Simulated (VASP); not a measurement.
Write the native input for VASP 6.6.1 that does the following.

```yaml
Task: single point
Functional: PBE
Potentials_or_basis: VASP PAW PBE potentials, release 64 (Fe)
Cutoff: 520 eV
k_mesh: 13 × 13 × 13
Occupations: gaussian, width 0.018 eV
Spin: collinear spin, ferromagnetic start
Starting_moments: "[3.0] μB"
Dipole_correction: no
Further_INCAR_settings: ALGO = Normal; EDIFF = 1e-06; NBANDS = 14
```

The structure of Fe lies in POSCAR:

```
Fe
1.0
   -1.4430000000      1.4430000000      1.4430000000
    1.4430000000     -1.4430000000      1.4430000000
    1.4430000000      1.4430000000     -1.4430000000
Fe
1
Direct
    0.0000000000      0.0000000000      0.0000000000
```

One way to write it, as run:

INCAR

```
SYSTEM = Fe
  ALGO = Normal
  EDIFF = 1E-6
  ENCUT = 520
  GGA = PE
  ISIF = 2
  ISMEAR = 0
  ISPIN = 2
  LASPH = .TRUE.
  LCHARG = .FALSE.
  LMAXMIX = 4
  LORBIT = 11
  LREAL = .FALSE.
  LWAVE = .FALSE.
  MAGMOM = 3
  NBANDS = 14
  NELM = 150
  PREC = Accurate
  SIGMA = 0.018000000000000002
```

KPOINTS

```
k-points
0
G
  13 13 13
  0 0 0
```

Potentials or basis: VASP PAW PBE potentials, release 64 (Fe).

The run is started by

```bash
$ cat potpaw_PBE.64/Fe/POTCAR > POTCAR
$ mpirun -np 1 vasp_std > vasp.out
```

Results of the run:

```
Pressure                                              : -9.5 GPa
Net moment                                            : 2.28 μB per cell
Site moments                                          : Fe +2.29 μB
Valence electrons inside the program's atomic spheres : Fe 7.16
```

It took 22 s on 1 thread of Intel(R) Xeon(R) Platinum 8488C (Sapphire Rapids) (shared host), peak memory 0.14 GiB.
